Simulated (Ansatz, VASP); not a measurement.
# One calculation of LiF, two programs

Contents of INCAR:

```
SYSTEM = LiF
PREC = Accurate
ENCUT = 520
EDIFF = 1E-6
ISMEAR = 0
SIGMA = 0.05
LREAL = .FALSE.
LASPH = .TRUE.
NELM = 100
ALGO = Normal
ISIF = 2
LWAVE = .FALSE.
LCHARG = .TRUE.
GGA = PE
LELF = .TRUE.
LVHAR = .TRUE.
NBANDS = 18
```

Contents of KPOINTS:

```
Automatic mesh
0
G
  9 9 6
  0 0 0
```

File POSCAR:

```
LiF
1.0
    3.2216175111      0.0000000000      0.0000000000
   -1.6108087555      2.7900026059      0.0000000000
    0.0000000000      0.0000000000      4.6149670846
Li F
2 2
Direct
    0.3333333333      0.6666666667      0.3810713234
    0.6666666667      0.3333333333      0.8810713234
    0.3333333333      0.6666666667      0.9939266766
    0.6666666667      0.3333333333      0.4939266766
```

Input for Ansatz:

```yaml
crystal:
  lattice:
    - [3.2216175111, 0.0, 0.0]
    - [-1.6108087555, 2.7900026059, 0.0]
    - [0.0, 0.0, 4.6149670846]
  atoms:
    - { symbol: Li, position: [0.3333333333, 0.6666666667, 0.3810713234] }
    - { symbol: Li, position: [0.6666666667, 0.3333333333, 0.8810713234] }
    - { symbol: F, position: [0.3333333333, 0.6666666667, 0.9939266766] }
    - { symbol: F, position: [0.6666666667, 0.3333333333, 0.4939266766] }
basis:
  ecutwfc: 520.0
kpoints:
  mp_grid: { grid: [9, 9, 6] }
hamiltonian:
  xc: pbe
scf:
  occupations: { method: gaussian, width: 0.05 }
output:
  forces: true
  stress: true
  eigenvalues: true
```

Alike in both runs: task single point; functional PBE; k mesh 9 × 9 × 6; occupations gaussian, width 0.05 eV; no spin polarisation.

|  | VASP | Ansatz |
| --- | --- | --- |
| version | VASP 6.6.1 | Ansatz 0.2.0 |
| potentials or method | VASP PAW PBE potentials, release 64 (Li_sv, F), cutoff 520 eV | scalar-relativistic, plane waves, PAW |
| valence electrons in the cell | 20 | 20 |

```tsv
	VASP	Ansatz	Ansatz less VASP
gap on the k mesh at the Fermi level (eV)	7.50	7.51	+0.011
least direct gap on the mesh (eV)	7.50	7.51	+0.011
rms of the force components (eV/Å)	0.236	0.224	-0.0121
```

Atom by atom the forces differ by 0.012 eV/Å (rms over components). The functional is the same, so the differences come from potentials, cutoffs and numerics.

Noted on VASP's run: the cutoff is short for stress, so the pressure is rough.
